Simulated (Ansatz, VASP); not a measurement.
## FeO: VASP beside Ansatz

File INCAR:

```
SYSTEM = FeO
PREC = Accurate
ENCUT = 520
EDIFF = 1E-7
ISMEAR = 0
SIGMA = 0.1
LREAL = .FALSE.
LASPH = .TRUE.
NELM = 150
ALGO = Normal
ISIF = 2
LWAVE = .FALSE.
LCHARG = .FALSE.
ISPIN = 2
MAGMOM = 3.75 0.36
LORBIT = 11
LMAXMIX = 4
GGA = PS
NBANDS = 18
```

Contents of KPOINTS:

```
Automatic mesh
0
G
  11 11 16
  0 0 0
```

POSCAR

```
FeO
1.0
    3.0358716078     -0.0000001194     -0.0008515584
   -0.0000001194      3.0358716078     -0.0008515584
    1.5173481521      1.5173481521      2.0981995724
Fe O
1 1
Direct
    0.0000000000      0.0000000000      0.0000000000
    0.5000000000      0.5000000000      0.0000000000
```

Input for Ansatz:

```yaml
crystal:
  lattice:
    - [3.0358716078, -1.194e-07, -0.0008515584]
    - [-1.194e-07, 3.0358716078, -0.0008515584]
    - [1.5173481521, 1.5173481521, 2.0981995724]
  atoms:
    - { symbol: Fe, position: [0.0, 0.0, 0.0], spin: 3.75 }
    - { symbol: O, position: [0.5, 0.5, 0.0], spin: 0.36 }
basis:
  ecutwfc: 420
kpoints:
  mp_grid: { grid: [11, 11, 16] }
hamiltonian:
  xc: pbesol
scf:
  occupations: { method: gaussian, width: 0.1 }
output:
  forces: true
  stress: true
  eigenvalues: true
  populations: true
  write_density: true
  write_potential: true
  elf: true
  volumetric_format: npy
magnetization:
  spin_polarized: true
```

Change from the starting cell: band edges of the strained film's bulk.

Alike in both runs: task single point; functional PBEsol; k mesh 11 × 11 × 16; occupations gaussian, width 0.1 eV; collinear spin.

|  | VASP | Ansatz |
| --- | --- | --- |
| version | VASP 6.6.1 | Ansatz 0.2.0 |
| potentials or method | VASP PAW PBE potentials, release 64 (Fe, O), cutoff 520 eV | scalar-relativistic, plane waves, PAW |
| valence electrons in the cell | 14 | 22 |

```tsv
	VASP	Ansatz	Ansatz less VASP
gap on the k mesh at the Fermi level (eV)	none	none	-
pressure (GPa)	-1.7	-2.1	-0.40
traceless stress, the component that is largest in VASP (GPa)	2.22	2.10	-0.121
net moment per atom (μB)	2.00	2.00	0.000
size of the moment on the site where the two differ most (μB)	3.60	3.41	-0.199
```

VASP's potentials were made for PBE, not for PBEsol. Site moments also hang on the region over which each program counts them. A gap of «none» marks a metal or a gap that the smearing closes. VASP's potentials hold 14 valence electrons a cell and Ansatz's 22, so a difference there can come from the potentials and not from the codes.
